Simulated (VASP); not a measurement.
# MoS2 (R3m) in VASP: single point with PBE+D3(BJ)

Aim: the single point of MoS2 with PBE+D3(BJ).

All numbers are computed with VASP 6.6.1; they aren't measurements. Logs are shortened: lines on timing, memory, paths and dates and some standing lists are left out, and cuts for length are marked.

## 1. The cell of the first run

It takes space group R3m (No. 160, trigonal). Conventional cell: a = 3.149 Å, b = 3.149 Å, c = 39.870 Å, α = 90.00°, β = 90.00°, γ = 120.00°. Within 3.2 Å of Mo (site symmetry 3m) lie 6 S at 2.40 Å and 6 Mo at 3.15 Å. Within 3.2 Å of Mo (site symmetry 3m) lie 6 S at 2.40 Å and 6 Mo at 3.15 Å. Within 3.2 Å of S (site symmetry 3m) lie 3 Mo at 2.40 Å and 7 S at 3.13 to 3.15 Å. S (site symmetry 3m) has 3 Mo at 2.40 Å and 6 S at 3.15 Å within 3.2 Å. S (site symmetry 3m) has 3 Mo at 2.40 Å and 6 S at 3.15 Å within 3.2 Å. S (site symmetry 3m) has 3 Mo at 2.40 Å and 7 S at 3.13 to 3.15 Å within 3.2 Å.

## 2. Single point, PBE+D3(BJ)

INCAR

```
PREC = Accurate
ENCUT = 520
EDIFF = 1E-6
ISMEAR = 0
SIGMA = 0.05
LREAL = F
LASPH = T
NELM = 60
ALGO = Normal
ISIF = 2
LWAVE = F
LCHARG = T
GGA = PE
IVDW = 12
LELF = T
LVHAR = T
NBANDS = 35
ISYM = 0
```

KPOINTS

```
Automatic mesh
0
Gamma
  10 10 2
```

POSCAR

```
MoS2
1.0
   -3.1494847632      0.0000000000      0.0000000000
   -1.5747423816     -2.7275338138      0.0000000000
   -3.1494847632     -1.8183558759     13.2900638030
Mo S
2 4
Direct
   -0.0393000000     -0.0393000000      0.0589500000
   -0.3726333333     -0.3726333333      0.5589500000
   -0.1178962051     -0.1178962051      0.6768443076
    0.2154371283      0.2154371283      0.1768443076
   -0.2940371283     -0.2940371283      0.9410556924
    0.0392962051      0.0392962051      0.4410556924
```

Potentials or basis: VASP PAW PBE potentials, release 64 (Mo_sv, S).

Launch:

```console
cat potpaw_PBE.64/Mo_sv/POTCAR potpaw_PBE.64/S/POTCAR > POTCAR
mpirun -np 1 vasp_std > vasp.out
```

OUTCAR:

```text
PREC = Accurate
   ENCUT = 520
   EDIFF = 1E-6
   ISMEAR = 0
   LREAL = F
   LASPH = T
   NELM = 60
   ISIF = 2
   GGA = PE
   IVDW = 12
   ISYM = 0
 IVDW          = 12

 ion  position               nearest neighbor table
   1  0.961  0.961  0.059-   4 2.40   5 2.40   4 2.40   5 2.40   4 2.40   5 2.40
   2  0.627  0.627  0.559-   3 2.40   6 2.40   6 2.40   6 2.40   3 2.40   3 2.40
   3  0.882  0.882  0.677-   2 2.40   2 2.40   2 2.40
   4  0.215  0.215  0.177-   1 2.40   1 2.40   1 2.40
   5  0.706  0.706  0.941-   1 2.40   1 2.40   1 2.40
   6  0.039  0.039  0.441-   2 2.40   2 2.40   2 2.40

IMPORTANT INFORMATION: All symmetrisations will be switched off!
NOSYMM: (Re-)initialisation of all symmetry stuff for point group C_1.

----------------------------------------------------------------------------------------

                                     Primitive cell

  volume of cell :     114.1660

  direct lattice vectors                    reciprocal lattice vectors
    -3.149484763  0.000000000  0.000000000    -0.317512252  0.183315784 -0.050162789
    -1.574742382 -2.727533814  0.000000000     0.000000000 -0.366631568 -0.050162789
    -3.149484763 -1.818355876 13.290063803     0.000000000  0.000000000  0.075244184

  length of vectors
     3.149484763  3.149484763 13.778659886     0.370047311  0.370047311  0.075244184

  position of ions in fractional coordinates (direct lattice)
     0.960700000  0.960700000  0.058950000
     0.627366667  0.627366667  0.558950000
     0.882103795  0.882103795  0.676844308
     0.215437128  0.215437128  0.176844308
     0.705962872  0.705962872  0.941055692
     0.039296205  0.039296205  0.441055692

  ion indices of the primitive-cell ions
   primitive index   ion index
                 1           1
                 2           2
                 3           3
                 4           4
                 5           5
                 6           6

----------------------------------------------------------------------------------------

 KPOINTS: Automatic mesh

Automatic generation of k-mesh.
 Grid dimensions read from file:
 generate k-points for:   10   10    2

 Generating k-lattice:

  Cartesian coordinates                     Fractional coordinates (reciprocal lattice)
    -0.031751225  0.018331578 -0.005016279     0.100000000 -0.000000000  0.000000000
     0.000000000 -0.036663157 -0.005016279     0.000000000  0.100000000  0.000000000
     0.000000000  0.000000000  0.037622092     0.000000000  0.000000000  0.500000000

  Length of vectors
     0.037004731  0.037004731  0.037622092

  Shift w.r.t. Gamma in fractional coordinates (k-lattice)
     0.000000000  0.000000000  0.000000000

 -----------------------------------------------------------------------------
|                                                                             |
|           W    W    AA    RRRRR   N    N  II  N    N   GGGG   !!!           |
|           W    W   A  A   R    R  NN   N  II  NN   N  G    G  !!!           |
|           W    W  A    A  R    R  N N  N  II  N N  N  G       !!!           |
|           W WW W  AAAAAA  RRRRR   N  N N  II  N  N N  G  GGG   !            |
|           WW  WW  A    A  R   R   N   NN  II  N   NN  G    G                |
|           W    W  A    A  R    R  N    N  II  N    N   GGGG   !!!           |
|                                                                             |
|     Your reciprocal lattice and k-lattice belong to different lattice       |
|     classes:                                                                |
|                                                                             |
|        The reciprocal lattice is rhombohedral (trigonal),                   |
|        whereas your k-lattice is base-centered monoclinic.                  |
|                                                                             |
|     Results are often still useful ...                                      |
|                                                                             |
 -----------------------------------------------------------------------------

 WARNING: IBZKPT: internal override: KBLOWUP is changed to .FALSE.
      ... skipping the blow-up phase ...

 Subroutine IBZKPT returns following result:
 ===========================================

 Found    104 irreducible k-points:

 Following reciprocal coordinates:
            Coordinates               Weight
  0.000000  0.000000  0.000000      1.000000
  0.100000  0.000000  0.000000      2.000000
  0.200000  0.000000  0.000000      2.000000
  0.300000 -0.000000 -0.000000      2.000000
  0.400000  0.000000  0.000000      2.000000
  0.500000 -0.000000  0.000000      1.000000
[... 16 lines left out ...]
 -0.400000  0.200000 -0.000000      2.000000
 -0.300000  0.200000 -0.000000      2.000000
 [... further k-points ...]
   k-points           NKPTS =    104   k-points in BZ     NKDIM =    104   number of bands    NBANDS=     35
   number of dos      NEDOS =    301   number of ions     NIONS =      6
   total plane-waves  NPLWV =  62208
   dimension x,y,z NGX =    24 NGY =   24 NGZ =  108
   dimension x,y,z NGXF=    48 NGYF=   48 NGZF=  216
   ions per type =               2   4
   NGX,Y,Z   is equivalent  to a cutoff of  12.67, 12.67, 13.03 a.u.
   NGXF,Y,Z  is equivalent  to a cutoff of  25.34, 25.34, 26.06 a.u.
 SYSTEM =  unknown system
   PREC   = accura    normal or accurate (medium, high low for compatibility)
   ISTART =      0    job   : 0-new  1-cont  2-samecut
   ICHARG =      2    charge: 1-file 2-atom 10-const
   ISPIN  =      1    spin polarized calculation?
   LNONCOLLINEAR =      F non collinear calculations
   LSORBIT =      F    spin-orbit coupling
   LASPH  =      T    aspherical Exc in radial PAW
   ENCUT  =  520.0 eV  38.22 Ry    6.18 a.u.   5.86  5.86 25.62*2*pi/ulx,y,z
   NELM   =     60;   NELMIN=  2; NELMDL= -5     # of ELM steps
   EDIFF  = 0.1E-05   stopping-criterion for ELM
   LREAL  =      F    real-space projection
   EDIFFG = 0.1E-04   stopping-criterion for IOM
   NSW    =      0    number of steps for IOM
   IBRION =     -1    ionic relax: 0-MD 1-quasi-New 2-CG
   NFREE  =      0    steps in history (QN), initial steepest desc. (CG)
   ISIF   =      2    stress and relaxation
   ISYM   =      0    0-nonsym 1-usesym 2-fastsym
   POTIM  = 0.5000    time-step for ionic-motion
   TEBEG  =    0.0;   TEEND  =   0.0 temperature during run
   PSTRESS=    0.0 pullay stress
   NELECT =      52.0000    total number of electrons
   NUPDOWN=      -1.0000    fix difference up-down
   EMIN   =  10.00;   EMAX   =-10.00  energy-range for DOS
   EFERMI =   0.00;   METHOD = LEGACY
   ISMEAR =     0;   SIGMA  =   0.05  broadening in eV -4-tet -1-fermi 0-gaus
   EFERMI_NEDOS =   21; number of points for ismear=-14 and -15
   IALGO  =     38    algorithm
   IMIX   =      4    mixing-type and parameters
     AMIX     =   0.40;   BMIX     =  1.00
     AMIX_MAG =   1.60;   BMIX_MAG =  1.00
  volume/ion in A,a.u.               =      19.03       128.41
  Fermi-wavevector in a.u.,A,eV,Ry     =   1.259593  2.380286 21.586670  1.586576
  Thomas-Fermi vector in A             =   2.393145
   LORBIT       =      0    0 simple, 1 ext, 2 COOP (PROOUT), +10 PAW based schemes
   GGA     = PE    functional components
   LHFCALC =     F    Hartree Fock is set to
   AEXX    =    0.0000 exact exchange contribution
   IVDW    =    12    specifies the selected vdW correction
   LEPSILON=     F    determine dielectric tensor
   LRPA    =     F    only Hartree local field effects (RPA)
 non-spin polarized calculation
 Gauss-broadening in eV      SIGMA  =   0.05
  energy-cutoff  :      520.00
  volume of cell :      114.17
 maximum number of plane-waves:      3089
   NGX = 11   NGY = 11   NGZ = 51

 number of electron      52.0000002 magnetization

 Free energy of the ion-electron system (eV)
  ---------------------------------------------------
  ext. energy  EPLUGINS =         0.00000000
  ---------------------------------------------------
  free energy    TOTEN  =       -42.76589904 eV

  energy without entropy =      -42.76458731  energy(sigma->0) =      -42.76524317

 E-fermi :   6.9687     XC(G=0): -10.3084

 val. band max:        6.9314770795   @ k =   0.4000   0.2000  -0.0000
 cond. band min:       6.9700780363   @ k =   0.2000   0.4000   0.5000
 fundamental gap:      0.0386009568
 Fermi energy:         6.9687171247

 k-point     1 :       0.0000    0.0000    0.0000
  band No.  band energies     occupation
      1     -54.8700      2.00000
      2     -54.7412      2.00000
      3     -28.9551      2.00000
      4     -28.9086      2.00000
      5     -28.8348      2.00000
      6     -28.8347      2.00000
[... 27 lines left out ...]
     34      10.2698      0.00000
     35      12.4095      0.00000

 k-point     2 :       0.1000    0.0000    0.0000
  band No.  band energies     occupation
      1     -54.8659      2.00000
      2     -54.7371      2.00000
      3     -28.9471      2.00000
      4     -28.9006      2.00000
      5     -28.8752      2.00000
      6     -28.8440      2.00000
[... 27 lines left out ...]
     34      10.1862      0.00000
     35      13.0760      0.00000

 k-point     3 :       0.2000    0.0000    0.0000
  band No.  band energies     occupation
      1     -54.8551      2.00000
      2     -54.7264      2.00000
      3     -28.9802      2.00000
      4     -28.9259      2.00000
      5     -28.8797      2.00000
      6     -28.8680      2.00000
[... 27 lines left out ...]
     34      10.1443      0.00000
     35      13.9439      0.00000
[... 723 lines left out ...]
 k-point    23 :      -0.4000    0.2000   -0.0000
  band No.  band energies     occupation
      1     -54.8233      2.00000
      2     -54.6948      2.00000
      3     -29.1976      2.00000
      4     -29.0246      2.00000
      5     -29.0212      2.00000
      6     -28.8639      2.00000
[... 27 lines left out ...]
     34      11.1069      0.00000
     35      12.5770      0.00000

 k-point    24 :      -0.3000    0.2000   -0.0000
  band No.  band energies     occupation
      1     -54.8267      2.00000
      2     -54.6981      2.00000
      3     -29.1797      2.00000
      4     -29.0063      2.00000
      5     -29.0005      2.00000
      6     -28.8704      2.00000
[... 27 lines left out ...]
     34      11.2541      0.00000
     35      13.1499      0.00000

 [... further k-points ...]

------------------------ aborting loop because EDIFF is reached ----------------------------------------

 Edisp (eV)   -2.38873

 E8    (eV) :    -0.9654

  FORCE on cell =-STRESS in cart. coord.  units (eV):
  Direction    XX          YY          ZZ          XY          YZ          ZX
  --------------------------------------------------------------------------------------
  -------------------------------------------------------------------------------------
  Total       0.44070     0.44084     1.19074    -0.00013     0.00024     0.00042
  in kB       6.18461     6.18665    16.71061    -0.00176     0.00341     0.00591
  external pressure =        9.69 kB  Pullay stress =        0.00 kB

 VOLUME and BASIS-vectors are now :
 -----------------------------------------------------------------------------
  energy-cutoff  :      520.00
  volume of cell :      114.17
      direct lattice vectors                 reciprocal lattice vectors
    -3.149484763  0.000000000  0.000000000    -0.317512252  0.183315784 -0.050162789
    -1.574742382 -2.727533814  0.000000000     0.000000000 -0.366631568 -0.050162789
    -3.149484763 -1.818355876 13.290063803     0.000000000  0.000000000  0.075244184

 POSITION                                       TOTAL-FORCE (eV/Angst)
 -----------------------------------------------------------------------------------
     -4.72423     -2.72753      0.78345        -0.000048     -0.000027     -0.002216
     -4.72423     -2.72753      7.42848        -0.000005     -0.000003      0.000905
     -6.29897     -3.63671      8.99530         0.000187      0.000108      0.010563
     -1.57474     -0.90918      2.35027         0.000479      0.000276      0.480198
     -6.29897     -3.63671     12.50669        -0.000459     -0.000265     -0.491627
     -1.57474     -0.90918      5.86166        -0.000155     -0.000089      0.002177
 -----------------------------------------------------------------------------------
    total drift:                               -0.000258     -0.000149     -0.000502

  FREE ENERGIE OF THE ION-ELECTRON SYSTEM (eV)
  ---------------------------------------------------
  free  energy   TOTEN  =       -45.1546316874 eV

  energy  without entropy=      -45.1533199559  energy(sigma->0) =      -45.15397582
```

It took 3.4 min on 1 thread of Intel Xeon 6975P-C (Granite Rapids), shared host; peak memory 0.46 GiB.

What came out:

```yaml
Free_energy: -45.1546 eV
Pressure: 1.0 GPa
Largest_force: 0.492 eV/Å
Band_gap_on_the_k_mesh: zero (band 26 reaches 7.22 eV, above the bottom of band 27 at 6.75 eV)
Dispersion_energy_per_atom: -0.398 eV
```

Forces on the atoms (eV/Å):
```
Mo   0.000  0.000 -0.002
Mo   0.000  0.000  0.001
S    0.000  0.000  0.011
S    0.000  0.000  0.480
S    0.000  0.000 -0.492
S    0.000  0.000  0.002
```
